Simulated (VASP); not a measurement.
# BaTiO3 (P4mm) in VASP: relaxation of cell and atoms with PBE

Aim: the relaxation of cell and atoms of BaTiO3 with PBE.

Program: VASP 6.6.1. These are calculated values, not measurements. Logs are shortened: lines on timing, memory, paths and dates and some standing lists are left out, and cuts for length are marked.

## Step 1: The cell of the first run

Symmetry: P4mm, No. 99, tetragonal system. Conventional cell: a = 4.000 Å, b = 4.000 Å, c = 4.018 Å, α = 90.00°, β = 90.00°, γ = 90.00°. Within 3.7 Å of Ba (site symmetry 4mm) lie 12 O at 2.79 to 2.88 Å and 8 Ti at 3.45 to 3.49 Å. Ti (site symmetry 4mm) has 6 O at 1.89 to 2.13 Å within 2.5 Å. O (site symmetry 4mm) has 2 Ti at 1.89 to 2.13 Å within 2.5 Å. Within 2.7 Å of O (site symmetry 2mm) lie 2 Ti at 2.00 Å.

## Step 2: Relaxation of cell and atoms, PBE

Input file INCAR:

```
PREC = Accurate ; ENCUT = 600
EDIFF = 1E-7 ; ISMEAR = 0
SIGMA = 0.01 ; LREAL = F
LASPH = T ; NELM = 60
ALGO = Normal ; ISIF = 3
LWAVE = F ; LCHARG = F
GGA = PE ; IBRION = 2
NSW = 80 ; EDIFFG = -0.02
```

Input file KPOINTS:

```
Automatic mesh
0
Gamma
  6 6 6
```

Input file POSCAR:

```
BaTiO3
1.0
    3.9998000000      0.0000000000      0.0000000000
    0.0000000000      3.9998000000      0.0000000000
    0.0000000000      0.0000000000      4.0180000000
Ba Ti O
1 1 3
Direct
    0.0000000000      0.0000000000      0.0000000000
    0.5000000000      0.5000000000      0.4900000000
    0.5000000000      0.5000000000      0.0190000000
    0.5000000000      0.0000000000      0.5170000000
    0.0000000000      0.5000000000      0.5170000000
```

Potentials or basis: VASP PAW PBE potentials, release 64 (Ba_sv, Ti_sv, O).

The run is started by

```sh
$ cat potpaw_PBE.64/Ba_sv/POTCAR potpaw_PBE.64/Ti_sv/POTCAR potpaw_PBE.64/O/POTCAR > POTCAR
$ mpirun -np 1 vasp_std > vasp.out
```

OUTCAR:

```text
PREC = Accurate
   ENCUT = 600
   EDIFF = 1E-7
   ISMEAR = 0
   LREAL = F
   LASPH = T
   NELM = 60
   ISIF = 3
   GGA = PE
   IBRION = 2
   NSW = 80
   EDIFFG = -0.02

 ion  position               nearest neighbor table
   1  0.000  0.000  0.000-   4 2.79   5 2.79   5 2.79   4 2.79   3 2.83   3 2.83   3 2.83   3 2.83
                             4 2.88   5 2.88   5 2.88   4 2.88   2 3.45   2 3.45   2 3.45   2 3.45
   2  0.500  0.500  0.490-   3 1.89   4 2.00   5 2.00   4 2.00   5 2.00   3 2.13   1 3.45   1 3.45
                             1 3.45   1 3.45   1 3.49   1 3.49   1 3.49   1 3.49
   3  0.500  0.500  0.019-   2 1.89   2 2.13   1 2.83   1 2.83   1 2.83   1 2.83
   4  0.500  0.000  0.517-   2 2.00   2 2.00   1 2.79   1 2.79   1 2.88   1 2.88
   5  0.000  0.500  0.517-   2 2.00   2 2.00   1 2.79   1 2.79   1 2.88   1 2.88

  LATTYP: Found a simple tetragonal cell.
 ALAT       =     3.9998000000
 C/A-ratio  =     1.0045502275

  Lattice vectors:

 A1 = (   3.9998000000,   0.0000000000,   0.0000000000)
 A2 = (   0.0000000000,   3.9998000000,   0.0000000000)
 A3 = (   0.0000000000,   0.0000000000,   4.0180000000)

Analysis of symmetry for initial positions (statically):
=====================================================================
 Subroutine PRICEL returns:
 Original cell was already a primitive cell.

 Routine SETGRP: Setting up the symmetry group for a
 simple tetragonal supercell.

 Subroutine GETGRP returns: Found  8 space group operations
 (whereof  8 operations were pure point group operations)
 out of a pool of 16 trial point group operations.

The static configuration has the point symmetry C_4v.

Analysis of symmetry for dynamics (positions and initial velocities):
=====================================================================
 Subroutine PRICEL returns:
 Original cell was already a primitive cell.

 Routine SETGRP: Setting up the symmetry group for a
 simple tetragonal supercell.

 Subroutine GETGRP returns: Found  8 space group operations
 (whereof  8 operations were pure point group operations)
 out of a pool of 16 trial point group operations.

The dynamic configuration has the point symmetry C_4v.

 Subroutine INISYM returns: Found  8 space group operations
 (whereof  8 operations are pure point group operations),
 and found     1 'primitive' translations

----------------------------------------------------------------------------------------

                                     Primitive cell

  volume of cell :      64.2816

  direct lattice vectors                    reciprocal lattice vectors
     3.999800000  0.000000000  0.000000000     0.250012501  0.000000000  0.000000000
     0.000000000  3.999800000  0.000000000     0.000000000  0.250012501  0.000000000
     0.000000000  0.000000000  4.018000000     0.000000000  0.000000000  0.248880040

  length of vectors
     3.999800000  3.999800000  4.018000000     0.250012501  0.250012501  0.248880040

  position of ions in fractional coordinates (direct lattice)
     0.000000000  0.000000000  0.000000000
     0.500000000  0.500000000  0.490000000
     0.500000000  0.500000000  0.019000000
     0.500000000  0.000000000  0.517000000
     0.000000000  0.500000000  0.517000000

  ion indices of the primitive-cell ions
   primitive index   ion index
                 1           1
                 2           2
                 3           3
                 4           4
                 5           5

----------------------------------------------------------------------------------------

 KPOINTS: Automatic mesh

Automatic generation of k-mesh.
 Grid dimensions read from file:
 generate k-points for:    6    6    6

 Generating k-lattice:

  Cartesian coordinates                     Fractional coordinates (reciprocal lattice)
     0.041668750  0.000000000  0.000000000     0.166666667  0.000000000  0.000000000
     0.000000000  0.041668750  0.000000000     0.000000000  0.166666667  0.000000000
     0.000000000  0.000000000  0.041480007     0.000000000  0.000000000  0.166666667

  Length of vectors
     0.041668750  0.041668750  0.041480007

  Shift w.r.t. Gamma in fractional coordinates (k-lattice)
     0.000000000  0.000000000  0.000000000

 Subroutine IBZKPT returns following result:
 ===========================================

 Found     40 irreducible k-points:

 Following reciprocal coordinates:
            Coordinates               Weight
  0.000000  0.000000  0.000000      1.000000
  0.166667  0.000000  0.000000      4.000000
  0.333333  0.000000  0.000000      4.000000
  0.500000  0.000000  0.000000      2.000000
  0.166667  0.166667  0.000000      4.000000
  0.333333  0.166667  0.000000      8.000000
[... 16 lines left out ...]
  0.333333  0.000000  0.333333      8.000000
  0.500000  0.000000  0.333333      4.000000
 [... further k-points ...]
   k-points           NKPTS =     40   k-points in BZ     NKDIM =     40   number of bands    NBANDS=     24
   number of dos      NEDOS =    301   number of ions     NIONS =      5
   total plane-waves  NPLWV =  32768
   dimension x,y,z NGX =    32 NGY =   32 NGZ =   32
   dimension x,y,z NGXF=    64 NGYF=   64 NGZF=   64
   ions per type =               1   1   3
   NGX,Y,Z   is equivalent  to a cutoff of  13.30, 13.30, 13.24 a.u.
   NGXF,Y,Z  is equivalent  to a cutoff of  26.60, 26.60, 26.48 a.u.
 SYSTEM =  unknown system
   PREC   = accura    normal or accurate (medium, high low for compatibility)
   ISTART =      0    job   : 0-new  1-cont  2-samecut
   ICHARG =      2    charge: 1-file 2-atom 10-const
   ISPIN  =      1    spin polarized calculation?
   LNONCOLLINEAR =      F non collinear calculations
   LSORBIT =      F    spin-orbit coupling
   LASPH  =      T    aspherical Exc in radial PAW
   ENCUT  =  600.0 eV  44.10 Ry    6.64 a.u.   7.99  7.99  8.02*2*pi/ulx,y,z
   NELM   =     60;   NELMIN=  2; NELMDL= -5     # of ELM steps
   EDIFF  = 0.1E-06   stopping-criterion for ELM
   LREAL  =      F    real-space projection
   EDIFFG = -.2E-01   stopping-criterion for IOM
   NSW    =     80    number of steps for IOM
   IBRION =      2    ionic relax: 0-MD 1-quasi-New 2-CG
   NFREE  =      1    steps in history (QN), initial steepest desc. (CG)
   ISIF   =      3    stress and relaxation
   ISYM   =      2    0-nonsym 1-usesym 2-fastsym
   POTIM  = 0.5000    time-step for ionic-motion
   TEBEG  =    0.0;   TEEND  =   0.0 temperature during run
   PSTRESS=    0.0 pullay stress
   NELECT =      40.0000    total number of electrons
   NUPDOWN=      -1.0000    fix difference up-down
   EMIN   =  10.00;   EMAX   =-10.00  energy-range for DOS
   EFERMI =   0.00;   METHOD = LEGACY
   ISMEAR =     0;   SIGMA  =   0.01  broadening in eV -4-tet -1-fermi 0-gaus
   EFERMI_NEDOS =   21; number of points for ismear=-14 and -15
   IALGO  =     38    algorithm
   IMIX   =      4    mixing-type and parameters
     AMIX     =   0.40;   BMIX     =  1.00
     AMIX_MAG =   1.60;   BMIX_MAG =  1.00
  volume/ion in A,a.u.               =      12.86        86.76
  Fermi-wavevector in a.u.,A,eV,Ry     =   1.397653  2.641181 26.578078  1.953434
  Thomas-Fermi vector in A             =   2.520888
   LORBIT       =      0    0 simple, 1 ext, 2 COOP (PROOUT), +10 PAW based schemes
   GGA     = PE    functional components
   LHFCALC =     F    Hartree Fock is set to
   AEXX    =    0.0000 exact exchange contribution
   IVDW    =     0    specifies the selected vdW correction
   LEPSILON=     F    determine dielectric tensor
   LRPA    =     F    only Hartree local field effects (RPA)
 conjugate gradient relaxation of ions
 non-spin polarized calculation
 Gauss-broadening in eV      SIGMA  =   0.01
  energy-cutoff  :      600.00
  volume of cell :       64.28
 maximum number of plane-waves:      2176
 NGX is ok and might be reduce to    32
   NGX = 15   NGY = 15   NGZ = 17

--------------------------------------- Ionic step        1  -------------------------------------------

 number of electron      39.9999999 magnetization

 Free energy of the ion-electron system (eV)
  ---------------------------------------------------
  ext. energy  EPLUGINS =         0.00000000
  ---------------------------------------------------
  free energy    TOTEN  =       -39.98893941 eV

  energy without entropy =      -39.98893941  energy(sigma->0) =      -39.98893941

------------------------ aborting loop because EDIFF is reached ----------------------------------------

  FORCE on cell =-STRESS in cart. coord.  units (eV):
  Direction    XX          YY          ZZ          XY          YZ          ZX
  --------------------------------------------------------------------------------------
  -------------------------------------------------------------------------------------
  Total        1.4990245      1.4990245      1.8717621      0.0000000      0.0000000      0.0000000
  in kB       37.3622342     37.3622342     46.6524812      0.0000000      0.0000000      0.0000000
  external PRESSURE =      40.4589832 kB  Pullay stress =       0.0000000 kB
[... 98 lines left out ...]
  FREE ENERGIE OF THE ION-ELECTRON SYSTEM (eV)
  ---------------------------------------------------
  free  energy   TOTEN  =       -40.0131477611 eV

  energy  without entropy=      -40.0131477611  energy(sigma->0) =      -40.01314776

[... ionic steps 4 to 11 ...]

--------------------------------------- Ionic step       12  -------------------------------------------

 number of electron      39.9999996 magnetization

------------------------ aborting loop because EDIFF is reached ----------------------------------------

  FORCE on cell =-STRESS in cart. coord.  units (eV):
  Direction    XX          YY          ZZ          XY          YZ          ZX
  --------------------------------------------------------------------------------------
  -------------------------------------------------------------------------------------
  Total        0.0016500      0.0016500      0.2487058      0.0000000      0.0000000      0.0000000
  in kB        0.0392858      0.0392858      5.9215153      0.0000000      0.0000000      0.0000000
  external PRESSURE =       2.0000290 kB  Pullay stress =       0.0000000 kB
[... 63 lines left out ...]
  energy  without entropy=      -40.0453954025  energy(sigma->0) =      -40.04539540

--------------------------------------- Ionic step       14  -------------------------------------------

 number of electron      39.9999996 magnetization

 Free energy of the ion-electron system (eV)
  ---------------------------------------------------
  ext. energy  EPLUGINS =         0.00000000
  ---------------------------------------------------
  free energy    TOTEN  =       -40.04551329 eV

  energy without entropy =      -40.04551329  energy(sigma->0) =      -40.04551329

 E-fermi :   3.7659     XC(G=0): -10.9763

 val. band max:        3.6804751411   @ k =   0.5000   0.5000   0.5000
 cond. band min:       5.4462884068   @ k =   0.0000   0.0000   0.0000
 fundamental gap:      1.7658132657
 Fermi energy:         3.7658500339

 k-point     1 :       0.0000    0.0000    0.0000
  band No.  band energies     occupation
      1     -53.0097      2.00000
      2     -29.3384      2.00000
      3     -29.2030      2.00000
      4     -29.2030      2.00000
      5     -21.5379      2.00000
      6     -13.3165      2.00000
[... 637 lines left out ...]
     23       7.2546      0.00000
     24       8.3402      0.00000

 [... further k-points ...]
[... 5 lines left out ...]
  --------------------------------------------------------------------------------------
  -------------------------------------------------------------------------------------
  Total       -0.0168223     -0.0168223      0.0419572      0.0000000      0.0000000      0.0000000
  in kB       -0.4002337     -0.4002337      0.9982370      0.0000000      0.0000000      0.0000000
  external PRESSURE =       0.0659232 kB  Pullay stress =       0.0000000 kB
[... 20 lines left out ...]
  FREE ENERGIE OF THE ION-ELECTRON SYSTEM (eV)
  ---------------------------------------------------
  free  energy   TOTEN  =       -40.0455132867 eV

  energy  without entropy=      -40.0455132867  energy(sigma->0) =      -40.04551329

 reached required accuracy - stopping structural energy minimisation
```

Wall time 9.8 min (1 thread of Intel Xeon Platinum 8488C (Sapphire Rapids), shared host); peak memory 0.23 GiB.

Results:

| Quantity | Value |
| --- | --- |
| Free energy | -40.0455 eV |
| Relaxed volume | 13.47 Å³/atom |
| Relaxed cell | a = 3.998 Å, b = 3.998 Å, c = 4.212 Å, α = 90.00°, β = 90.00°, γ = 90.00° |
| Space group after relaxing (to 0.05 Å) | P4mm (No. 99) |
| Energy gained by relaxing | 11.3 meV/atom |
| Ionic steps | 14 |
| Pressure after relaxing | 0.0 GPa |
| Largest force after relaxing | 0.013 eV/Å |
| Band gap on the k mesh | 1.77 eV, indirect (least direct gap 2.33 eV) |

Forces in eV/Å, atoms in the order of the input:
```
Ba   0.000  0.000 -0.004
Ti   0.000  0.000  0.002
O    0.000  0.000  0.013
O    0.000  0.000 -0.005
O    0.000  0.000 -0.005
```

Step by step:
```
step  energy change (eV)  largest force (eV/Å)  pressure (GPa)  volume (Å³)
   1              0.0000                0.2781            4.05        64.28
   2             -0.0135                0.4561           -3.16        67.35
   3             -0.0242                0.3771           -0.44        66.09
   4             -0.0339                0.2265           -0.19        66.20
   5             -0.0402                0.1162            0.41        66.37
   6             -0.0465                0.1170            0.04        66.75
   7             -0.0507                0.1751           -0.44        67.44
   8             -0.0538                0.1314            0.31        67.10
   9             -0.0540                0.1169            0.56        66.99
  10             -0.0559                0.1112           -0.09        67.28
  11             -0.0559                0.1277           -0.20        67.33
  12             -0.0562                0.0876            0.20        67.29
  13             -0.0565                0.0282            0.04        67.31
  14             -0.0566                0.0131            0.01        67.34
```

Final structure:
```
Ba Ti O
1.0
     3.99832    0.00000    0.00000
     0.00000    3.99832    0.00000
     0.00000    0.00000    4.21239
Ba Ti O
1 1 3
Cartesian
  3.9983 3.9983 4.1753
  1.9992 1.9992 1.9891
  1.9992 1.9992 0.1716
  1.9992 0.0000 2.1880
  3.9983 1.9992 2.1880
```

Caveat: spin-orbit coupling is left out, which moves the levels of the heavy elements. A k mesh can miss the band edges.
